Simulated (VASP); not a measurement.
# C in VASP: single point with PBEsol

Aim: the single point of C with PBEsol.

Everything below comes from runs of VASP 6.6.1. Logs are shortened: lines on timing, memory, paths and dates and some standing lists are left out, and cuts for length are marked.

## Step 1: The cell of the first run

The cell holds a slab with vacuum, 2 atoms: a = 2.459 Å, b = 2.459 Å, c = 21.199 Å, α = 90.00°, β = 90.00°, γ = 120.00°.

## Step 2: Single point, PBEsol

The input, INCAR:

```
PREC = Accurate
ENCUT = 520
EDIFF = 1E-6
ISMEAR = 0
SIGMA = 0.04
LREAL = False
LASPH = True
NELM = 120
ALGO = Normal
ISIF = 2
LWAVE = False
LCHARG = False
LDIPOL = True
IDIPOL = 3
DIPOL = 0.5 0.5 0.672
GGA = PS
NBANDS = 11
GGA_COMPAT = False
NELMDL = -8
```

The input, KPOINTS:

```
Automatic mesh
0
Gamma
  15 15 1
```

The input, POSCAR:

```
C
1.0
    2.4588767821      0.0000000000      0.0000000000
   -1.2294383910      2.1294497581      0.0000000000
    0.0000000000      0.0000000000     21.1988237246
C
2
Direct
    1.0000000000      0.0000000000      0.6721887585
    0.3333333333      0.6666666667      0.6721971616
```

Potentials or basis: VASP PAW PBE potentials, release 64 (C).

The run is started by

```
> cat potpaw_PBE.64/C/POTCAR > POTCAR
> mpirun -np 1 vasp_std > vasp.out
```

OUTCAR:

```text
PREC = Accurate
   ENCUT = 520
   EDIFF = 1E-6
   ISMEAR = 0
   LREAL = False
   LASPH = True
   NELM = 120
   ISIF = 2
   GGA = PS
   NELMDL = -8

 ion  position               nearest neighbor table
   1  0.000  0.000  0.672-   2 1.42   2 1.42   2 1.42
   2  0.333  0.667  0.672-   1 1.42   1 1.42   1 1.42

  LATTYP: Found a hexagonal cell.
 ALAT       =     2.4588767821
 C/A-ratio  =     8.6213444606

  Lattice vectors:

 A1 = (   2.4588767821,   0.0000000000,   0.0000000000)
 A2 = (  -1.2294383910,   2.1294497581,   0.0000000000)
 A3 = (   0.0000000000,   0.0000000000,  21.1988237246)

Analysis of symmetry for initial positions (statically):
=====================================================================
 Subroutine PRICEL returns:
 Original cell was already a primitive cell.

 Routine SETGRP: Setting up the symmetry group for a
 hexagonal supercell.

 Subroutine GETGRP returns: Found 12 space group operations
 (whereof  6 operations were pure point group operations)
 out of a pool of 24 trial point group operations.

The static configuration has the point symmetry C_3v.
 The point group associated with its full space group is D_3d.

Analysis of symmetry for dynamics (positions and initial velocities):
=====================================================================
 Subroutine PRICEL returns:
 Original cell was already a primitive cell.

 Routine SETGRP: Setting up the symmetry group for a
 hexagonal supercell.

 Subroutine GETGRP returns: Found 12 space group operations
 (whereof  6 operations were pure point group operations)
 out of a pool of 24 trial point group operations.

The dynamic configuration has the point symmetry C_3v.
 The point group associated with its full space group is D_3d.

 Subroutine INISYM returns: Found 12 space group operations
 (whereof  6 operations are pure point group operations),
 and found     1 'primitive' translations

----------------------------------------------------------------------------------------

                                     Primitive cell

  volume of cell :     110.9982

  direct lattice vectors                    reciprocal lattice vectors
     2.458876782  0.000000000  0.000000000     0.406689757  0.234802440  0.000000000
    -1.229438391  2.129449758  0.000000000     0.000000000  0.469604881  0.000000000
     0.000000000  0.000000000 21.198823725     0.000000000  0.000000000  0.047172429

  length of vectors
     2.458876782  2.458876782 21.198823725     0.469604881  0.469604881  0.047172429

  position of ions in fractional coordinates (direct lattice)
     0.000000000  0.000000000  0.672188758
     0.333333333  0.666666667  0.672197162

  ion indices of the primitive-cell ions
   primitive index   ion index
                 1           1
[... 94 lines left out ...]
  volume/ion in A,a.u.               =      55.50       374.53
  Fermi-wavevector in a.u.,A,eV,Ry     =   0.681291  1.287454  6.315251  0.464158
  Thomas-Fermi vector in A             =   1.760031
   LORBIT       =      0    0 simple, 1 ext, 2 COOP (PROOUT), +10 PAW based schemes
   GGA     = PS    functional components
   LHFCALC =     F    Hartree Fock is set to
   AEXX    =    0.0000 exact exchange contribution
   IVDW    =     0    specifies the selected vdW correction
   LEPSILON=     F    determine dielectric tensor
   LRPA    =     F    only Hartree local field effects (RPA)
 non-spin polarized calculation
 Gauss-broadening in eV      SIGMA  =   0.04
  energy-cutoff  :      520.00
  volume of cell :      111.00
 maximum number of plane-waves:      3038
   NGX =  9   NGY =  9   NGZ = 79

 dipolmoment           0.000000      0.000000      0.000002 electrons x Angstroem

 number of electron       7.9999997 magnetization

 dipolmoment           0.000000      0.000000     -0.000000 electrons x Angstroem

 Free energy of the ion-electron system (eV)
  ---------------------------------------------------
  ext. energy  EPLUGINS =         0.00000000
  ---------------------------------------------------
  free energy    TOTEN  =       -19.28065111 eV

  energy without entropy =      -19.28024991  energy(sigma->0) =      -19.28045051

 E-fermi :  -2.8799     XC(G=0):  -2.0687

 val. band max:       -2.8799104108   @ k =   0.3333   0.3333   0.0000
 cond. band min:      -2.8799104026   @ k =   0.3333   0.3333   0.0000
 fundamental gap:      0.0000000082
 Fermi energy:        -2.8799104069

 k-point     1 :       0.0000    0.0000    0.0000
  band No.  band energies     occupation
      1     -22.4337      2.00000
      2     -10.5872      2.00000
      3      -5.8829      2.00000
      4      -5.8829      2.00000
      5       0.5019      0.00000
      6       1.3015      0.00000
      7       1.4644      0.00000
      8       2.3394      0.00000
      9       2.7482      0.00000
     10       4.2160      0.00000
     11       4.7404      0.00000
[... 309 lines left out ...]
 k-point    24 :       0.4000    0.2000    0.0000
  band No.  band energies     occupation
      1     -16.5122      2.00000
      2     -15.5956      2.00000
      3     -11.7594      2.00000
      4      -4.3942      2.00000
      5      -1.5834      0.00000
      6       8.0072      0.00000
      7       8.4277      0.00000
      8       9.1629      0.00000
      9       9.3744      0.00000
     10      10.4450      0.00000
     11      10.7179      0.00000

 [... further k-points ...]

------------------------ aborting loop because EDIFF is reached ----------------------------------------

 vacuum level on the upper side and lower side of the slab       (xc-potential included)        -0.201        -0.202

  FORCE on cell =-STRESS in cart. coord.  units (eV):
  Direction    XX          YY          ZZ          XY          YZ          ZX
  --------------------------------------------------------------------------------------
  -------------------------------------------------------------------------------------
  Total        0.1141583      0.1141583     -0.0101125      0.0000000     -0.0000000     -0.0000000
  in kB        1.6477905      1.6477905     -0.1459670      0.0000000     -0.0000000     -0.0000000
  external PRESSURE =       1.0498713 kB  Pullay stress =       0.0000000 kB

 VOLUME and BASIS-vectors are now :
 -----------------------------------------------------------------------------
  energy-cutoff  :      520.00
  volume of cell :      111.00
      direct lattice vectors                 reciprocal lattice vectors
     2.458876782  0.000000000  0.000000000     0.406689757  0.234802440  0.000000000
    -1.229438391  2.129449758  0.000000000     0.000000000  0.469604881  0.000000000
     0.000000000  0.000000000 21.198823725     0.000000000  0.000000000  0.047172429

 POSITION                                       TOTAL-FORCE (eV/Angst)
 -----------------------------------------------------------------------------------
      0.00000      0.00000     14.24961        -0.000000      0.000000      0.003011
     -0.00000      1.41963     14.24979         0.000000      0.000000     -0.003011
 -----------------------------------------------------------------------------------
    total drift:                               -0.000000     -0.000000     -0.000007

  FREE ENERGIE OF THE ION-ELECTRON SYSTEM (eV)
  ---------------------------------------------------
  free  energy   TOTEN  =       -19.2806511149 eV

  energy  without entropy=      -19.2802499134  energy(sigma->0) =      -19.28045051

 vacuum level on the upper side and lower side of the slab         1.216         1.216
```

It took 38 s on 1 thread of Intel Xeon Platinum 8375C at 2.90GHz (Ice Lake), shared host; peak memory 0.21 GiB.

What came out:

```yaml
Free_energy: -19.2807 eV
Largest_force: 0.003 eV/Å
Band_gap_on_the_k_mesh: zero (filled and empty bands touch)
```

Forces on the atoms (eV/Å):
```
C    0.000  0.000  0.003
C    0.000  0.000 -0.003
```

Caveat: the PAW data sets were made with another functional, which shifts forces and pressure a little.
